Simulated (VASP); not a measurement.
Ta3H, 8 atoms in the cell. The cell holds a slab with vacuum, 8 atoms: a = 4.600 Å, b = 4.600 Å, c = 22.402 Å, α = 90.00°, β = 90.00°, γ = 120.00°. 

* Program: VASP 6.6.1
* Task: single point
* Functional: LDA
* Potentials or basis: VASP PAW LDA potentials, release 64 (Ta_pv, H)
* Cutoff: 520 eV
* k mesh: 6 × 6 × 1
* Occupations: gaussian, width 0.1 eV
* Spin: no spin polarisation
* Dipole correction: yes
* Further INCAR settings: ALGO = Normal; EDIFF = 1e-06; NBANDS = 44

Potentials or basis: VASP PAW LDA potentials, release 64 (Ta_pv, H).

The run is started by

```console
$ cat potpaw_LDA.64/Ta_pv/POTCAR potpaw_LDA.64/H/POTCAR > POTCAR
$ mpirun -np 1 vasp_std > vasp.out
```

Hardware: 1 thread of Intel(R) Xeon(R) 6975P-C (Granite Rapids), on a shared host.

Problem. How long does it take, and how much memory?

Solution. Run time: 6.7 min on 1 thread of Intel(R) Xeon(R) 6975P-C (Granite Rapids), on a shared host, peak memory 0.46 GiB. Counts: scf iterations 34, k points 13.
